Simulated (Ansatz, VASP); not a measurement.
Re: VASP beside Ansatz

```
CELL_PARAMETERS angstrom
2.76080 0.00000 0.00000
-1.38040 2.39092 0.00000
0.00000 0.00000 4.45820
ATOMIC_POSITIONS crystal
Re 0.66667 0.33333 0.75000
Re 0.33333 0.66667 0.25000
```

Alike in both runs: task single point; functional BLYP; dispersion D3(BJ); k mesh 11 × 11 × 6; occupations fermi-dirac, width 0.05 eV; no spin polarisation.

```csv
,VASP,Ansatz
version,VASP 6.6.1,Ansatz 0.2.0
potentials or method,"VASP PAW PBE potentials, release 64 (Re_sv_GW)",Ansatz PAW
plane-wave cutoff (eV),560,420
valence electrons in the cell,30,30
```

```tsv
	VASP	Ansatz	Ansatz less VASP
gap on the k mesh at the Fermi level (eV)	none	none	-
pressure (GPa)	1.7	1.5	-0.15
traceless stress, the component that is largest in VASP (GPa)	-0.62	-0.54	+0.085
```

VASP's potentials were made for PBE, not for BLYP. A gap of «none» marks a metal or a gap that the smearing closes.

Spin-orbit coupling is off throughout.
